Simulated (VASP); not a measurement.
The system is Sb.

```xyz
1
Lattice="0.0000 2.3050 2.3050 2.3050 0.0000 2.3050 2.3050 2.3050 0.0000" Properties=species:S:1:pos:R:3 pbc="T T T"
Sb    0.0000    0.0000    0.0000
```

Base run:

```yaml
Program: VASP 6.6.1
Functional: PBEsol
Potentials_or_basis: VASP PAW PBE potentials, release 64 (Sb)
Cutoff: 520 eV
k_mesh: 14 × 14 × 14
Occupations: fermi-dirac, width 0.03 eV
Spin: no spin polarisation
```

Its results: pressure 5.1 GPa.

The run is repeated on the same cell with these changes: functional from PBEsol to r2SCAN; cutoff from 520 eV to 440 eV; further incar settings from ALGO = Normal; EDIFF = 1e-06; NBANDS = 8 to ALGO = Normal; EDIFF = 1e-08; NBANDS = 8. What comes out?

Pressure 7.9 GPa.

Caveats: the PAW data sets were made with another functional, which shifts forces and pressure a little.
